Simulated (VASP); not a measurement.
# InAs: single point with r2SCAN

Crystal: InAs.

```
In As
1.0
     0.00000    3.05463    3.05463
     3.05463    0.00000    3.05463
     3.05463    3.05463    0.00000
In As
1 1
Direct
  0.00000 0.00000 0.00000
  0.75000 0.75000 0.75000
```

```
Program                : VASP 6.6.1
Task                   : single point
Functional             : r2SCAN
Potentials or basis    : VASP PAW PBE potentials, release 64 (In_d, As)
Cutoff                 : 520 eV
k mesh                 : 14 × 14 × 14
Occupations            : fermi-dirac, width 0.1 eV
Spin                   : no spin polarisation
Dipole correction      : no
Further INCAR settings : ALGO = Normal; EDIFF = 1e-06; NBANDS = 16
```

```
Pressure               : 0.0 GPa
Band gap on the k mesh : 0.08 eV
```

Levels at points of the mesh, in eV from the valence-band top:
| k point | band 6 | band 7 | band 8 | band 9 | band 10 | band 11 | band 12 | band 13 |
| --- | --- | --- | --- | --- | --- | --- | --- | --- |
| (0.00, 0.00, 0.00) | -12.10 | 0.00 | 0.00 | 0.00 | 0.08 | 4.26 | 4.26 | 4.26 |
| (0.50, 0.00, 0.00) | -10.65 | -5.72 | -0.97 | -0.97 | 1.25 | 5.03 | 5.03 | 7.24 |
| (0.50, 0.50, 0.00) | -10.12 | -5.80 | -2.29 | -2.29 | 1.87 | 2.35 | 9.62 | 9.72 |

Run time: 3.7 min on 1 thread of Intel(R) Xeon(R) Platinum 8259CL CPU @ 2.50GHz (Skylake/Cascade Lake), on a shared host, peak memory 0.25 GiB.

Caveat: the smearing spreads over this small gap; semilocal functionals underestimate gaps, and a narrow one can read as zero; the PAW data sets were made with another functional, which shifts forces and pressure a little; spin-orbit coupling is left out, which moves the levels of the heavy elements.
